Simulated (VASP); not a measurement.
# PbO: relaxation of cell and atoms with PBE

Crystal: PbO.

```
Pb O
1.0
     0.00000    2.91862    2.91862
     2.91862    0.00000    2.91862
     2.91862    2.91862    0.00000
Pb O
1 1
Direct
  0.00000 0.00000 0.00000
  0.75000 0.75000 0.75000
```

```yaml
Program: VASP 6.6.1
Task: relaxation of cell and atoms
Functional: PBE
Potentials_or_basis: VASP PAW PBE potentials, release 64 (Pb_d, O)
Cutoff: 600 eV
k_mesh: 6 × 6 × 6
Occupations: gaussian, width 0.1 eV
Spin: no spin polarisation
Dipole_correction: no
Further_INCAR_settings: ALGO = Normal; EDIFF = 1e-07; IBRION = 2; EDIFFG = -0.04; NSW = 90; ISIF = 3
```

```
Relaxed volume                        : 22.68 Å³/atom
Relaxed cell                          : a = 4.003 Å, b = 4.003 Å, c = 4.003 Å, α = 60.00°, β = 60.00°, γ = 60.00°
Space group after relaxing (to 0.1 Å) : F-43m (No. 216)
Energy gained by relaxing             : 34.7 meV/atom
Ionic steps                           : 3
Pressure after relaxing               : 0.0 GPa
Band gap on the k mesh                : 0.56 eV (least direct gap 0.70 eV)
```

Step by step:
```csv
step,energy change (eV),largest force (eV/Å),pressure (GPa),volume (Å³)
1,0.0000,0.0000,-4.72,49.72
2,-0.0670,0.0000,1.08,44.63
3,-0.0695,0.0000,0.02,45.37
```

Final structure:
```xyz
2
Lattice="0.0000 2.8308 2.8308 2.8308 0.0000 2.8308 2.8308 2.8308 0.0000" Properties=species:S:1:pos:R:3 pbc="T T T"
Pb    0.0000    0.0000    0.0000
O     4.2462    4.2462    4.2462
```

Levels at points of the mesh, in eV from the valence-band top:
| k point | band 7 | band 8 | band 9 | band 10 | band 11 | band 12 | band 13 | band 14 |
| --- | --- | --- | --- | --- | --- | --- | --- | --- |
| (0.00, 0.00, 0.00) | -6.78 | -2.08 | -2.08 | -2.08 | 5.22 | 5.22 | 5.22 | 8.03 |
| (0.50, 0.00, 0.00) | -7.69 | -2.53 | -2.53 | -2.10 | 2.49 | 5.42 | 5.42 | 8.75 |
| (0.50, 0.50, 0.00) | -7.69 | -3.27 | -3.27 | -0.14 | 0.56 | 5.80 | 5.80 | 6.46 |

Run time: 26 s on 1 thread of Intel(R) Xeon(R) 6975P-C (Granite Rapids), with other jobs on the host, peak memory 0.21 GiB.

Caveat: spin-orbit coupling is left out, which moves the levels of the heavy elements. A k mesh can miss the band edges.
